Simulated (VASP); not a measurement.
GaP (rocksalt type): density of states with LDA

The system is GaP (rocksalt type).

```
Ga P
1.0
     0.00000    2.42003    2.42003
     2.42003    0.00000    2.42003
     2.42003    2.42003    0.00000
Ga P
1 1
Cartesian
  0.0000 0.0000 0.0000
  2.4200 2.4200 2.4200
```

This cell differs from its parent crystal: volume scaled by 0.88.

```yaml
Program: VASP 6.6.1
Task: density of states
Functional: LDA
Potentials_or_basis: VASP PAW LDA potentials, release 64 (Ga_d, P)
Cutoff: 400 eV
k_mesh: 14 × 14 × 14
Occupations: fermi-dirac, width 0.1 eV
Spin: no spin polarisation
Dipole_correction: no
k_mesh_for_the_DOS: 21 × 21 × 21
Occupations_for_the_DOS: tetrahedron
Further_INCAR_settings: ALGO = Normal; EDIFF = 1e-06
```

```
Valence electrons inside the program's atomic spheres : Ga 11.84; P 2.57
```

Levels at points of the mesh, in eV from the Fermi level:
| k point | band 6 | band 7 | band 8 | band 9 | band 10 | band 11 | band 12 | band 13 |
| --- | --- | --- | --- | --- | --- | --- | --- | --- |
| (0.00, 0.00, 0.00) | -14.97 | -0.04 | -0.04 | -0.04 | 3.46 | 6.98 | 6.98 | 6.98 |

Run time: 58 s on 1 thread of AMD EPYC 9R45 (Zen 5) (shared host), peak memory 0.15 GiB.
